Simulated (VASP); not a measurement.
# Rh (Fm-3m) in VASP: notebook

Runs on Rh. Level: LDA. Tasks: single point.

Everything below comes from runs of VASP 6.6.1. Logs are shortened: lines on timing, memory, paths and dates and some standing lists are left out, and cuts for length are marked.

## 1. The cell of the first run

Symmetry: Fm-3m, No. 225, cubic system. Conventional cell: a = 3.828 Å, b = 3.828 Å, c = 3.828 Å, α = 90.00°, β = 90.00°, γ = 90.00°. Within 3.6 Å of Rh (site symmetry m-3m) lie 12 Rh at 2.71 Å.

## 2. Single point, LDA, collinear spin, ferromagnetic start (14.02 Å³/atom)

Input file INCAR:

```
  ALGO = Normal
  EDIFF = 1E-6
  ENCUT = 520
  ISIF = 2
  ISMEAR = 0
  ISPIN = 2
  LASPH = T
  LCHARG = F
  LMAXMIX = 4
  LORBIT = 11
  LREAL = F
  LWAVE = F
  MAGMOM = 0.25
  NBANDS = 18
  NELM = 150
  NUPDOWN = 0.25
  PREC = Accurate
  SIGMA = 0.15
```

Input file KPOINTS:

```
k-points
0
Gamma
  22 22 22
```

Input file POSCAR:

```
Rh
1.0
    0.0000000000      1.9138416690      1.9138416690
    1.9138416690      0.0000000000      1.9138416690
    1.9138416690      1.9138416690      0.0000000000
Rh
1
Direct
    0.0000000000      0.0000000000      0.0000000000
```

Potentials or basis: VASP PAW LDA potentials, release 64 (Rh_pv).

On the command line:

```bash
> cat potpaw_LDA.64/Rh_pv/POTCAR > POTCAR
> mpirun -np 1 vasp_std > vasp.out
```

OUTCAR:

```text
EDIFF = 1E-6
   ENCUT = 520
   ISIF = 2
   ISMEAR = 0
   ISPIN = 2
   LASPH = T
   LORBIT = 11
   LREAL = F
   NELM = 150
   NUPDOWN = 0.25
   PREC = Accurate

 ion  position               nearest neighbor table
   1  0.000  0.000  0.000-

  LATTYP: Found a face centered cubic cell.
 ALAT       =     3.8276833380

  Lattice vectors:

 A1 = (   0.0000000000,   1.9138416690,   1.9138416690)
 A2 = (   1.9138416690,   0.0000000000,   1.9138416690)
 A3 = (   1.9138416690,   1.9138416690,   0.0000000000)

Analysis of symmetry for initial positions (statically):
=====================================================================
 Subroutine PRICEL returns:
 Original cell was already a primitive cell.

 Routine SETGRP: Setting up the symmetry group for a
 face centered cubic supercell.

 Subroutine GETGRP returns: Found 48 space group operations
 (whereof 48 operations were pure point group operations)
 out of a pool of 48 trial point group operations.

The static configuration has the point symmetry O_h .

Analysis of symmetry for dynamics (positions and initial velocities):
=====================================================================
 Subroutine PRICEL returns:
 Original cell was already a primitive cell.

 Routine SETGRP: Setting up the symmetry group for a
 face centered cubic supercell.

 Subroutine GETGRP returns: Found 48 space group operations
 (whereof 48 operations were pure point group operations)
 out of a pool of 48 trial point group operations.

The dynamic configuration has the point symmetry O_h .

Analysis of structural, dynamic, and magnetic symmetry:
=====================================================================
 Subroutine PRICEL returns:
 Original cell was already a primitive cell.

 Routine SETGRP: Setting up the symmetry group for a
 face centered cubic supercell.

 Subroutine GETGRP returns: Found 48 space group operations
 (whereof 48 operations were pure point group operations)
 out of a pool of 48 trial point group operations.

The overall configuration has the point symmetry O_h .

 Subroutine INISYM returns: Found 48 space group operations
 (whereof 48 operations are pure point group operations),
 and found     1 'primitive' translations

----------------------------------------------------------------------------------------

                                     Primitive cell

  volume of cell :      14.0200

  direct lattice vectors                    reciprocal lattice vectors
     0.000000000  1.913841669  1.913841669    -0.261254632  0.261254632  0.261254632
[... 99 lines left out ...]
   ISMEAR =     0;   SIGMA  =   0.15  broadening in eV -4-tet -1-fermi 0-gaus
   EFERMI_NEDOS =   21; number of points for ismear=-14 and -15
   IALGO  =     38    algorithm
   IMIX   =      4    mixing-type and parameters
     AMIX     =   0.40;   BMIX     =  1.00
     AMIX_MAG =   1.60;   BMIX_MAG =  1.00
  volume/ion in A,a.u.               =      14.02        94.61
  Fermi-wavevector in a.u.,A,eV,Ry     =   1.674387  3.164133 38.144923  2.803573
  Thomas-Fermi vector in A             =   2.759192
   LORBIT       =     11    0 simple, 1 ext, 2 COOP (PROOUT), +10 PAW based schemes
   GGA     = CA    functional components
   LHFCALC =     F    Hartree Fock is set to
   AEXX    =    0.0000 exact exchange contribution
   IVDW    =     0    specifies the selected vdW correction
   LEPSILON=     F    determine dielectric tensor
   LRPA    =     F    only Hartree local field effects (RPA)
 spin polarized calculation
 Gauss-broadening in eV      SIGMA  =   0.15
  energy-cutoff  :      520.00
  volume of cell :       14.02
 maximum number of plane-waves:       388
   NGX =  9   NGY =  9   NGZ =  9

 number of electron      15.0000004 magnetization       0.2500000

 Free energy of the ion-electron system (eV)
  ---------------------------------------------------
  ext. energy  EPLUGINS =         0.00000000
  ---------------------------------------------------
  free energy    TOTEN  =        -8.64080120 eV

  energy without entropy =       -8.62570197  energy(sigma->0) =       -8.63325158

 E-fermi :  11.2363     XC(G=0): -14.2273

 val. band max:       11.4435364488   @ k =   0.5000   0.1818   0.0909
 cond. band min:      11.2473709703   @ k =  -0.4091   0.4091   0.0000
 fundamental gap:     -0.1961654785
 Fermi energy:        11.4440756809

 spin component 1

 k-point     1 :       0.0000    0.0000    0.0000
  band No.  band energies     occupation
      1     -34.8675      1.00000
      2     -34.8675      1.00000
      3     -34.8675      1.00000
      4       3.4373      1.00000
      5       8.2617      1.00000
      6       8.2617      1.00000
[... 493 lines left out ...]
     17      43.0982      0.00000
     18      49.3016      0.00000

 [... further k-points ...]

 spin component 2

 k-point     1 :       0.0000    0.0000    0.0000
  band No.  band energies     occupation
      1     -34.6870      1.00000
      2     -34.6870      1.00000
      3     -34.6870      1.00000
      4       3.4908      1.00000
      5       8.4093      1.00000
      6       8.4093      1.00000
[... 493 lines left out ...]
     17      43.1579      0.00000
     18      49.3983      0.00000

 [... further k-points ...]

------------------------ aborting loop because EDIFF is reached ----------------------------------------

  FORCE on cell =-STRESS in cart. coord.  units (eV):
  Direction    XX          YY          ZZ          XY          YZ          ZX
  --------------------------------------------------------------------------------------
  -------------------------------------------------------------------------------------
  Total       -1.2887166     -1.2887166     -1.2887166     -0.0000000     -0.0000000      0.0000000
  in kB     -147.2719377   -147.2719377   -147.2719377     -0.0000000     -0.0000000      0.0000000
  external PRESSURE =    -147.2719377 kB  Pullay stress =       0.0000000 kB

 VOLUME and BASIS-vectors are now :
 -----------------------------------------------------------------------------
  energy-cutoff  :      520.00
  volume of cell :       14.02
      direct lattice vectors                 reciprocal lattice vectors
     0.000000000  1.913841669  1.913841669    -0.261254632  0.261254632  0.261254632
     1.913841669  0.000000000  1.913841669     0.261254632 -0.261254632  0.261254632
     1.913841669  1.913841669  0.000000000     0.261254632  0.261254632 -0.261254632

 POSITION                                       TOTAL-FORCE (eV/Angst)
 -----------------------------------------------------------------------------------
      0.00000      0.00000      0.00000         0.000000      0.000000      0.000000
 -----------------------------------------------------------------------------------
    total drift:                               -0.000000     -0.000000     -0.000000

  FREE ENERGIE OF THE ION-ELECTRON SYSTEM (eV)
  ---------------------------------------------------
  free  energy   TOTEN  =        -8.6408012013 eV

  energy  without entropy=       -8.6257019683  energy(sigma->0) =       -8.63325158

 total charge

# of ion       s       p       d       tot
------------------------------------------
    1        0.407   6.290   7.052  13.750

 magnetization (x)

# of ion       s       p       d       tot
------------------------------------------
    1        0.000   0.001   0.244   0.245
```

Run time: 66 s. Hardware: 1 thread of AMD EPYC 9R45 (Zen 5), shared host; peak memory 0.18 GiB.

What came out:

| Property | Result |
| --- | --- |
| Free energy | -8.6408 eV |
| Pressure | -14.7 GPa |
| Net moment | 0.25 μB per cell |
| Site moments | Rh +0.24 μB |
| Valence electrons inside the program's atomic spheres | Rh 13.75 |

Caveat: the cell stands under tension; the total moment is fixed, so each spin has its own Fermi level and the state may be an excited one.

## 3. Single point, LDA, collinear spin, ferromagnetic start (14.02 Å³/atom)

Input file INCAR:

```
SYSTEM = Rh
ALGO = Fast
EDIFF = 1E-7
ENCUT = 520
ISIF = 2
ISMEAR = 0
ISPIN = 2
LASPH = .TRUE.
LCHARG = .TRUE.
LELF = .TRUE.
LMAXMIX = 4
LORBIT = 11
LREAL = .FALSE.
LVHAR = .TRUE.
LWAVE = .FALSE.
MAGMOM = 0.75
NBANDS = 18
NELM = 150
NUPDOWN = 0.75
PREC = Accurate
SIGMA = 0.15
```

Input file KPOINTS:

```
k-points
0
G
  22 22 22
  0 0 0
```

POSCAR is that of step 2.

Potentials or basis: VASP PAW LDA potentials, release 64 (Rh_pv).

On the command line:

```bash
> cat potpaw_LDA.64/Rh_pv/POTCAR > POTCAR
> mpirun -np 1 vasp_std > vasp.out
```

It took 96 s on 1 thread of AMD EPYC 9R45 (Zen 5), shared host; peak memory 0.19 GiB.

It converged, with:

```yaml
Free_energy: -8.5406 eV
Pressure: -11.1 GPa
Net_moment: 0.75 μB per cell
Site_moments: Rh +0.73 μB
Valence_electrons_inside_the_program's_atomic_spheres: Rh 13.75
```

Caveat: the cell stands under tension; the total moment is fixed, so each spin has its own Fermi level and the state may be an excited one.
